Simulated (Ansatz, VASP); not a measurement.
Pt: VASP beside Ansatz

File POSCAR:

```
Pt
1.0
    0.0000000000      1.9705765473      1.9705765473
    1.9705765473      0.0000000000      1.9705765473
    1.9705765473      1.9705765473      0.0000000000
Pt
1
Direct
    0.0000000000      0.0000000000      0.0000000000
```

Contents of INCAR.step1:

```
SYSTEM = Pt
PREC = Accurate
ENCUT = 520
ISMEAR = 1
SIGMA = 0.3
LREAL = .FALSE.
LASPH = .TRUE.
NELM = 60
NBANDS = 11
GGA = PE
ALGO = Normal
EDIFF = 1E-4
LWAVE = .TRUE.
LCHARG = .FALSE.
```

Contents of INCAR.step2:

```
SYSTEM = Pt
PREC = Accurate
ENCUT = 520
EDIFF = 1E-6
ISMEAR = 1
SIGMA = 0.3
LREAL = .FALSE.
LASPH = .TRUE.
NELM = 60
ALGO = Normal
ISIF = 2
LWAVE = .FALSE.
LCHARG = .FALSE.
METAGGA = R2SCAN
LMIXTAU = .TRUE.
NBANDS = 11
ISTART = 1
```

Contents of KPOINTS:

```
Automatic mesh
0
G
  14 14 14
  0 0 0
```

Input for Ansatz:

```yaml
crystal:
  lattice:
    - [0.0, 1.9705765473, 1.9705765473]
    - [1.9705765473, 0.0, 1.9705765473]
    - [1.9705765473, 1.9705765473, 0.0]
  atoms:
    - { symbol: Pt, position: [0.0, 0.0, 0.0] }
hamiltonian:
  xc: r2scan
  pseudopotentials:
    kind: paw
    azcp:
      Pt: "pseudopotentials/Pt.paw.azcp"
basis:
  ecutwfc: 500
  fft_grid_basis: typed
kpoints:
  mp_grid: { grid: [14, 14, 14], shift: [0, 0, 0] }
magnetization:
  spin_polarized: false
scf:
  occupations: { method: methfessel_paxton, width: 0.3 }
  lower_state_search: "off"
output:
  stress: true
```

Alike in both runs: task single point; functional r2SCAN; k mesh 14 × 14 × 14; occupations methfessel-paxton of order 1, width 0.3 eV; no spin polarisation.

|  | VASP | Ansatz |
| --- | --- | --- |
| version | VASP 6.6.1 | Ansatz 0.2.0 |
| potentials or method | VASP PAW PBE potentials, release 64 (Pt), cutoff 520 eV | plane waves (500 eV) with PAW, scalar-relativistic |
| valence electrons in the cell | 10 | 18 |

Ansatz gave:

- pressure (GPa): -0.3

Problem. Estimate VASP's values.

Solution. Pressure (GPa): 0.4.

VASP's potentials were made for PBE, not for r2SCAN. VASP's potentials hold 10 valence electrons a cell and Ansatz's 18, so a difference there can come from the potentials and not from the codes.

Neither program's run includes spin-orbit coupling.
